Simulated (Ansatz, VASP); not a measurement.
## KCaCl3: VASP beside Ansatz

INCAR

```
SYSTEM = KCaCl3
PREC = Accurate
ENCUT = 520
EDIFF = 1E-6
ISMEAR = 0
SIGMA = 0.05
LREAL = .False.
LASPH = .True.
NELM = 100
ALGO = Normal
ISIF = 2
LWAVE = .False.
LCHARG = .False.
NBANDS = 28
```

KPOINTS

```
Automatic mesh
0
Gamma
  6 6 6
  0 0 0
```

POSCAR

```
KCaCl3
1.0
    5.5455325566      0.0000000000      0.0000000000
    0.0000000000      5.5455325566      0.0000000000
    0.0000000000      0.0000000000      5.1018899521
K Ca Cl
1 1 3
Direct
    0.0000000000      0.0000000000      0.0000000000
    0.5000000000      0.5000000000      0.5000000000
    0.0000000000      0.5000000000      0.5000000000
    0.5000000000      0.0000000000      0.5000000000
    0.5000000000      0.5000000000      0.0000000000
```

Input for Ansatz:

```yaml
crystal:
  lattice:
    - [5.5455325566, 0.0, 0.0]
    - [0.0, 5.5455325566, 0.0]
    - [0.0, 0.0, 5.1018899521]
  atoms:
    - { symbol: K, position: [0.0, 0.0, 0.0] }
    - { symbol: Ca, position: [0.5, 0.5, 0.5] }
    - { symbol: Cl, position: [0.0, 0.5, 0.5] }
    - { symbol: Cl, position: [0.5, 0.0, 0.5] }
    - { symbol: Cl, position: [0.5, 0.5, 0.0] }
basis:
  ecutwfc: 420
kpoints:
  mp_grid: { grid: [6, 6, 6] }
hamiltonian:
  xc: lda
scf:
  occupations: { method: gaussian, width: 0.05 }
output:
  forces: true
  stress: true
  eigenvalues: true
```

Alike in both runs: task single point; functional LDA; k mesh 6 × 6 × 6; occupations gaussian, width 0.05 eV; no spin polarisation.

|  | VASP | Ansatz |
| --- | --- | --- |
| version | VASP 6.6.1 | Ansatz 0.2.0 |
| potentials or method | VASP PAW LDA potentials, release 64 (K_sv, Ca_sv, Cl), cutoff 520 eV | scalar-relativistic, plane waves, PAW |
| valence electrons in the cell | 40 | 40 |

```tsv
	VASP	Ansatz	Ansatz less VASP
gap on the k mesh at the Fermi level (eV)	4.32	4.31	-0.006
least direct gap on the mesh (eV)	4.59	4.59	0.000
pressure (GPa)	-2.2	-2.3	-0.06
traceless stress, the component that is largest in VASP (GPa)	2.76	2.71	-0.053
```

LDA's correlation is that of Perdew and Zunger in VASP and of Perdew and Wang (1992) in Ansatz.
